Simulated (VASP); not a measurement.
A run of VASP 6.6.1:

Contents of INCAR:

```
PREC = Accurate
ENCUT = 520
EDIFF = 1E-7
ISMEAR = 1
SIGMA = 0.02
LREAL = False
LASPH = True
NELM = 80
ALGO = Normal
ISIF = 2
LWAVE = False
LCHARG = False
NBANDS = 24
```

The input KPOINTS:

```
regular mesh
0
Gamma
  9 9 9
```

File POSCAR:

```
LiLaSe3
1.0
    4.6954308645      0.0000000000      0.0000000000
    0.0000000000      4.6954308645      0.0000000000
    0.0000000000      0.0000000000      4.6954308645
La Li Se
1 1 3
Direct
    0.0000000000      0.0000000000      0.0000000000
    0.5000000000      0.5000000000      0.5000000000
    0.5000000000      0.5000000000      0.0000000000
    0.0000000000      0.5000000000      0.5000000000
    0.5000000000      0.0000000000      0.5000000000
```

Potentials or basis: VASP PAW LDA potentials, release 64 (La, Li_sv, Se).

The run is started by

```console
$ cat potpaw_LDA.64/La/POTCAR potpaw_LDA.64/Li_sv/POTCAR potpaw_LDA.64/Se/POTCAR > POTCAR
$ mpirun -np 1 vasp_std > vasp.out
```

Hardware: 1 thread of Intel(R) Xeon(R) 6975P-C (Granite Rapids), on a shared host.

Q: How long does it take, and how much memory?

A: Wall time 41 s on 1 thread of Intel(R) Xeon(R) 6975P-C (Granite Rapids), with other jobs on the host, peak memory 0.24 GiB. Counts: scf iterations 13, k points 35.
